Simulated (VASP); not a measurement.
Wanted: the native input for a VASP 6.6.1 run.

- Task: single point
- Functional: PBE0
- Potentials or basis: VASP PAW PBE potentials, release 64 (C)
- Cutoff: 520 eV
- k mesh: 8 × 8 × 8
- Occupations: fermi-dirac, width 0.05 eV
- Spin: no spin polarisation
- Dipole correction: no
- Grid for exact exchange (PRECFOCK): Normal
- Further INCAR settings: ALGO = Normal; EDIFF = 1e-06; NBANDS = 11
- Share of exact exchange: 0.25

The system is C.

```
C
1.0
     0.00000    1.81835    1.81835
     1.81835    0.00000    1.81835
     1.81835    1.81835    0.00000
C
2
Direct
  0.75000 0.75000 0.75000
  0.50000 0.50000 0.50000
```

The input as run:

POSCAR

```
C
1.0
    0.0000000000      1.8183469191      1.8183469191
    1.8183469191      0.0000000000      1.8183469191
    1.8183469191      1.8183469191      0.0000000000
C
2
Direct
    0.7500000000      0.7500000000      0.7500000000
    0.5000000000      0.5000000000      0.5000000000
```

INCAR.step1

```
PREC = Accurate ; ENCUT = 520
EDIFF = 1E-5 ; ISMEAR = -1
SIGMA = 0.05 ; LREAL = F
LASPH = T ; NELM = 80
ALGO = Normal ; ISIF = 2
LWAVE = T ; NBANDS = 11
GGA = PE
```

INCAR.step2

```
PREC = Accurate ; ENCUT = 520
EDIFF = 1E-6 ; ISMEAR = -1
SIGMA = 0.05 ; LREAL = F
LASPH = T ; NELM = 80
ALGO = Normal ; ISIF = 2
LWAVE = F ; LCHARG = T
GGA = PE ; LHFCALC = T
AEXX = 0.25 ; PRECFOCK = Normal
LELF = T ; LVHAR = T
NBANDS = 11 ; ISTART = 1
```

KPOINTS

```
Automatic mesh
0
Gamma
  8 8 8
```

Potentials or basis: VASP PAW PBE potentials, release 64 (C).

Command:

```bash
$ cat potpaw_PBE.64/C/POTCAR > POTCAR
$ cp INCAR.step1 INCAR
$ mpirun -np 1 vasp_std > vasp.out
$ cp INCAR.step2 INCAR
$ mpirun -np 1 vasp_std > vasp.out
```

Results of the run:

```json
{
 "Pressure": "-30.7 GPa",
 "Band gap on the k mesh": "5.90 eV (least direct gap 7.54 eV)"
}
```

Caveat: the cell stands under tension; the PAW data sets were made with another functional, which shifts forces and pressure a little.

It took 9.1 min on 1 thread of Intel(R) Xeon(R) Platinum 8259CL CPU @ 2.50GHz (Skylake/Cascade Lake) (shared host), peak memory 0.13 GiB.
